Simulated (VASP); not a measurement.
A run of VASP 6.6.1 is set up as follows.

The input INCAR:

```
SYSTEM = NaCl
  ALGO = Normal
  EDIFF = 1E-6
  ENCUT = 500
  GGA = PE
  GGA_COMPAT = .FALSE.
  ISIF = 2
  ISMEAR = -1
  LASPH = .TRUE.
  LCHARG = .FALSE.
  LREAL = .FALSE.
  LWAVE = .FALSE.
  NBANDS = 14
  NELM = 120
  PREC = Accurate
  SIGMA = 0.02
```

File KPOINTS:

```
k-points
0
G
  8 8 8
  0 0 0
```

Contents of POSCAR:

```
NaCl
1.0
    2.8408047908      0.0000000000      0.0000000000
    0.0000000000      2.8408047908      0.0000000000
    0.0000000000      0.0000000000      2.8408047908
Na Cl
1 1
Direct
    0.0000000000      0.0000000000      0.0000000000
    0.5000000000      0.5000000000      0.5000000000
```

Potentials or basis: VASP PAW PBE potentials, release 64 (Na_pv, Cl).

Run with:

```sh
$ cat potpaw_PBE.64/Na_pv/POTCAR potpaw_PBE.64/Cl/POTCAR > POTCAR
$ mpirun -np 1 vasp_std > vasp.out
```

(1) Predict the pressure.

(2) Estimate the band gap on the k mesh.

## Answers

(1) 70.4 GPa.

(2) 4.33 eV, direct.
